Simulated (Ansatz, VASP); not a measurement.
# One calculation of Ni, two programs

```
Ni
1.0
     2.44976    0.00000    0.00000
    -1.22488    2.12156    0.00000
     0.00000    0.00000   26.00110
Ni
6
Direct
  0.16667 0.33333 0.30871
  0.50000 0.00000 0.38460
  0.83333 0.66667 0.46151
  0.16667 0.33333 0.53849
  0.50000 0.00000 0.61540
  0.83333 0.66667 0.69129
```

Alike in both runs: functional PBEsol; k mesh 15 × 15 × 1; occupations fermi-dirac, width 0.1 eV; collinear spin.

Ansatz relaxed the structure, and its values are those at the end. VASP's run is a single point on that final structure, the one shown.

|  | VASP | Ansatz |
| --- | --- | --- |
| version | VASP 6.6.1 | Ansatz 0.2.0 |
| potentials or method | VASP PAW PBE potentials, release 64 (Ni) | PAW with Ansatz's default frozen-core files, scalar-relativistic |
| plane-wave cutoff (eV) | 520 | 420 |
| valence electrons in the cell | 60 | 108 |

Ansatz gave:

| Item | Value |
| --- | --- |
| net moment per atom (μB) | 0.65 |
| size of the moment on the site where the two differ most (μB) | 0.70 |

**Question.** Estimate VASP's values.

**Answer.** net moment per atom (μB): 0.63; size of the moment on the site where the two differ most (μB): 0.65.

VASP's potentials were made for PBE, not for PBEsol. Site moments also hang on the region over which each program counts them. VASP's potentials hold 60 valence electrons a cell and Ansatz's 108, so a difference there can come from the potentials and not from the codes. Ansatz's warnings: stress scf threshold loose, xc potential rough in thin density.
